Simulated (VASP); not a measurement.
Wanted: the native input for a VASP 6.6.1 run.

| Quantity | Value |
| --- | --- |
| Task | single point |
| Functional | PBE |
| Potentials or basis | VASP PAW PBE potentials, release 64 (Re) |
| Cutoff | 520 eV |
| k mesh | 14 × 14 × 8 |
| Occupations | fermi-dirac, width 0.08 eV |
| Spin | no spin polarisation |
| Dipole correction | no |
| Further INCAR settings | ALGO = Normal; EDIFF = 1e-06; NBANDS = 14 |

The structure of Re lies in POSCAR:

```
Re
1.0
    2.7747730911      0.0000000000      0.0000000000
   -1.3873865455      2.4030239867      0.0000000000
    0.0000000000      0.0000000000      4.4858794431
Re
2
Direct
    0.3333333333      0.6666666667      0.2500000000
    0.6666666667      0.3333333333      0.7500000000
```

These files were run (other wordings do the same):

INCAR

```
PREC = Accurate
ENCUT = 520
EDIFF = 1E-6
ISMEAR = -1
SIGMA = 0.08
LREAL = False
LASPH = True
NELM = 80
ALGO = Normal
ISIF = 2
LWAVE = False
LCHARG = False
GGA = PE
NBANDS = 14
```

KPOINTS

```
regular mesh
0
Gamma
  14 14 8
```

Potentials or basis: VASP PAW PBE potentials, release 64 (Re).

Launch:

```console
$ cat potpaw_PBE.64/Re/POTCAR > POTCAR
$ mpirun -np 1 vasp_std > vasp.out
```

Results of the run:

```yaml
Pressure: -0.5 GPa
Band_gap_on_the_k_mesh: zero (bands 7 and 8 overlap by 3.19 eV)
```

Caveat: spin-orbit coupling is left out, which moves the levels of the heavy elements.

Run time: 20 s on 1 thread of Intel(R) Xeon(R) 6975P-C (Granite Rapids) (shared host), peak memory 0.18 GiB.
